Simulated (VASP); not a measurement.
Input of a VASP 6.6.1 run:

File INCAR:

```
SYSTEM = Na
PREC = Accurate
ENCUT = 520
EDIFF = 1E-6
ISMEAR = -1
SIGMA = 0.03
LREAL = .False.
LASPH = .True.
NELM = 80
ALGO = Normal
ISIF = 2
LWAVE = .False.
LCHARG = .True.
GGA = PS
LELF = .True.
LVHAR = .True.
NBANDS = 10
```

KPOINTS

```
Automatic mesh
0
Gamma
  11 11 11
  0 0 0
```

File POSCAR:

```
Na
1.0
   -2.1104180073      2.1104180073      2.1104180073
    2.1104180073     -2.1104180073      2.1104180073
    2.1104180073      2.1104180073     -2.1104180073
Na
1
Direct
    0.0000000000      0.0000000000      0.0000000000
```

Potentials or basis: VASP PAW PBE potentials, release 64 (Na_pv).

Command:

```console
$ cat potpaw_PBE.64/Na_pv/POTCAR > POTCAR
$ mpirun -np 1 vasp_std > vasp.out
```

Q: What does it give for the pressure?

A: -0.3 GPa.

Caveat: the PAW data sets were made with another functional, which shifts forces and pressure a little.
